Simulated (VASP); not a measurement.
Runs of VASP 6.6.1 on ZnO. The structure is that of space group P6_3/mmc (No. 194), or close to it. The cells are those of the table. 

```tsv
task	level	potentials or basis	cell	k mesh	cutoff (eV)	smearing	second run	gap on the mesh (eV)	pressure (GPa)
relaxation of cell and atoms	PBE	VASP PAW PBE potentials, release 64 (Zn, O)	relaxed from a = 2.593, b = 2.593, c = 4.227 Å, angles 90.0, 90.0, 120.0°, 4 atoms	12 × 12 × 6	600	fermi-dirac 0.02 eV	-	0.58	0.0
single point	PBE	VASP PAW PBE potentials, release 64 (Zn, O)	a = 2.977, b = 2.977, c = 5.126 Å, angles 90.0, 90.0, 120.0°, 4 atoms	12 × 12 × 6	520	fermi-dirac 0.02 eV	-	(c)	9.1
single point	LDA	VASP PAW LDA potentials, release 64 (Zn, O_h)	a = 2.977, b = 2.977, c = 5.126 Å, angles 90.0, 90.0, 120.0°, 4 atoms	12 × 12 × 6	910	gaussian 0.01 eV	hard_potentials	0.71	-6.0
single point	LDA	VASP PAW LDA potentials, release 64 (Zn, O)	a = 2.943, b = 2.943, c = 5.052 Å, angles 90.0, 90.0, 120.0°, 4 atoms	12 × 12 × 4	520	fermi-dirac 0.02 eV	-	0.92	(a)
single point	PBEsol	VASP PAW PBE potentials, release 64 (Zn, O)	a = 2.978, b = 2.978, c = 5.119 Å, angles 90.0, 90.0, 120.0°, 4 atoms	12 × 12 × 4	520	fermi-dirac 0.02 eV	-	0.65	(b)
single point	LDA	VASP PAW LDA potentials, release 64 (Zn, O)	a = 2.977, b = 2.977, c = 5.126 Å, angles 90.0, 90.0, 120.0°, 4 atoms	12 × 12 × 6	520	gaussian 0.01 eV	-	0.71	-5.7
single point	r2SCAN	VASP PAW PBE potentials, release 64 (Zn, O)	a = 2.977, b = 2.977, c = 5.126 Å, angles 90.0, 90.0, 120.0°, 4 atoms	12 × 12 × 6	520	gaussian 0.01 eV	-	1.34	1.3
single point	PBEsol	VASP PAW PBE potentials, release 64 (Zn, O_h)	a = 2.978, b = 2.978, c = 5.119 Å, angles 90.0, 90.0, 120.0°, 4 atoms	12 × 12 × 4	910	fermi-dirac 0.02 eV	hard_potentials	0.65	0.7
single point	PBE	VASP PAW PBE potentials, release 64 (Zn, O)	a = 3.025, b = 3.025, c = 5.192 Å, angles 90.0, 90.0, 120.0°, 4 atoms	12 × 12 × 6	520	fermi-dirac 0.02 eV	-	(d)	0.9
single point	r2SCAN	VASP PAW PBE potentials, release 64 (Zn, O)	a = 2.977, b = 2.977, c = 5.126 Å, angles 90.0, 90.0, 120.0°, 4 atoms	12 × 12 × 4	520	fermi-dirac 0.02 eV	-	1.34	1.3
```

Alike in all rows: no spin polarisation.

Task: Estimate the missing entries.

Result: (a) 1.5; (b) 1.1; (c) 0.73; (d) 0.52.

Caveats: the PAW data sets were made with another functional, which shifts forces and pressure a little (some runs); the cutoff is under 1.25 times the usual one of these potentials, so pressure, stress and relaxed cells hold a basis-set (Pulay) error (some runs).

